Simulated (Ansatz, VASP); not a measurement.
Two plane-wave programs on BaTiO3

The input INCAR:

```
SYSTEM = BaTiO3
ALGO = Normal ; EDIFF = 1E-7
EDIFFG = -0.01 ; ENCUT = 600
GGA = PS ; GGA_COMPAT = .FALSE.
IBRION = 2 ; ISIF = 3
ISMEAR = -1 ; KPAR = 4
LASPH = .TRUE. ; LCHARG = .FALSE.
LDAU = .TRUE. ; LDAUJ = 0 0 0
LDAUL = -1 2 -1 ; LDAUPRINT = 1
LDAUTYPE = 2 ; LDAUU = 0 5 0
LMAXMIX = 4 ; LREAL = .FALSE.
LWAVE = .FALSE. ; NELM = 200
NELMIN = 4 ; NSW = 60
PREC = Accurate ; SIGMA = 0.05
```

File KPOINTS:

```
k-points
0
G
  7 7 7
  0 0 0
```

The input POSCAR:

```
BaTiO3
1.0
    3.9998000000      0.0000000000      0.0000000000
    0.0000000000      3.9998000000      0.0000000000
    0.0000000000      0.0000000000      4.0180000000
Ba Ti O
1 1 3
Direct
    0.9955672000      0.9906407400      0.0035034300
    0.5025366900      0.4919233700      0.4687657700
    0.4792189400      0.5143238900      0.0064065200
    0.5027309200      0.0032990000      0.5093824900
    0.0199462600      0.4998130000      0.5399418000
```

input.yaml

```yaml
crystal:
  lattice:
    - [3.9998, 0.0, 0.0]
    - [0.0, 3.9998, 0.0]
    - [0.0, 0.0, 4.018]
  atoms:
    - { symbol: Ba, position: [0.9955672, 0.99064074, 0.00350343] }
    - { symbol: Ti, position: [0.50253669, 0.49192337, 0.46876577] }
    - { symbol: O, position: [0.47921894, 0.51432389, 0.00640652] }
    - { symbol: O, position: [0.50273092, 0.003299, 0.50938249] }
    - { symbol: O, position: [0.01994626, 0.499813, 0.5399418] }
hamiltonian:
  xc: pbesol
  pseudopotentials: { kind: paw }
  hubbard: { sites: [{ species: Ti, l: d, u_eff: 5.0 }] }
kpoints:
  mp_grid: { grid: [7, 7, 7] }
scf:
  occupations: { method: fermi_dirac, width: 0.05 }
output:
  forces: true
  stress: true
  eigenvalues: true
  write_density: true
  write_potential: true
  elf: true
  volumetric_format: npy
relax:
  f_tol: 0.01
  max_steps: 40
  cell: { stress_tol: 0.05 }
```

Alike in both runs: task relaxation of cell and atoms; functional PBEsol; k mesh 7 × 7 × 7; occupations fermi-dirac, width 0.05 eV; no spin polarisation; Hubbard terms Ti d U = 5.0 eV.

```csv
,VASP,Ansatz
version,VASP 6.6.1,Ansatz 0.2.0
potentials or method,"VASP PAW PBE potentials, release 64 (Ba_sv, Ti_sv, O)",Ansatz PAW
plane-wave cutoff (eV),600,420
valence electrons in the cell,40,40
```

|  | VASP | Ansatz | Ansatz less VASP |
| --- | --- | --- | --- |
| gap on the k mesh at the Fermi level, each at its own relaxed structure (eV) | 2.33 | 2.45 | +0.119 |
| relaxed volume (Å³/atom) | 12.94 | 12.64 | -0.303 |
| relaxed length of the cell vector where the two differ most in proportion (Å) | 4.015 | 3.983 | -0.0321 |

VASP's potentials were made for PBE, not for PBEsol. The programs project onto different local orbitals, so the same U acts differently, and such runs can settle in different states.

Spin-orbit coupling is off throughout. Noted on Ansatz's run: odd divisions of the mesh miss points on the zone boundary, where band edges often lie, so the gap on the mesh can be too wide; the plane-wave basis is chosen anew once the cell has moved, so the energies of steps on either side of that aren't comparable.
